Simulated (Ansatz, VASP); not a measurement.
**Cl: VASP beside Ansatz**

```
CELL_PARAMETERS angstrom
10.00000 0.00000 0.00000
0.00000 10.50000 0.00000
0.00000 0.00000 11.00000
ATOMIC_POSITIONS crystal
Cl 0.50000 0.50000 0.40955
Cl 0.50000 0.50000 0.59045
```

Alike in both runs: functional r2SCAN; dispersion rVV10; k mesh 1 × 1 × 1; occupations gaussian, width 0.01 eV; no spin polarisation.

Ansatz relaxed the structure, and its values are those at the end. VASP's run is a single point on that final structure, the one shown.

|  | VASP | Ansatz |
| --- | --- | --- |
| version | VASP 6.6.1 | Ansatz 0.2.0 |
| potentials or method | VASP PAW PBE potentials, release 64 (Cl), cutoff 440 eV | scalar-relativistic, plane waves, PAW |
| valence electrons in the cell | 14 | 14 |

Ansatz gave:

- gap on the k mesh at the Fermi level (eV): 3.46
- rms of the force components (eV/Å): 0.002

Question: What did VASP give for the same quantities?

Answer: gap on the k mesh at the Fermi level (eV): 3.49; rms of the force components (eV/Å): 0.117.

VASP's potentials were made for PBE, not for r2SCAN. One of these differences is far larger than is usual between the two programs; its cause wasn't traced. Ansatz's warnings: stress scf threshold loose, xc potential rough in thin density.
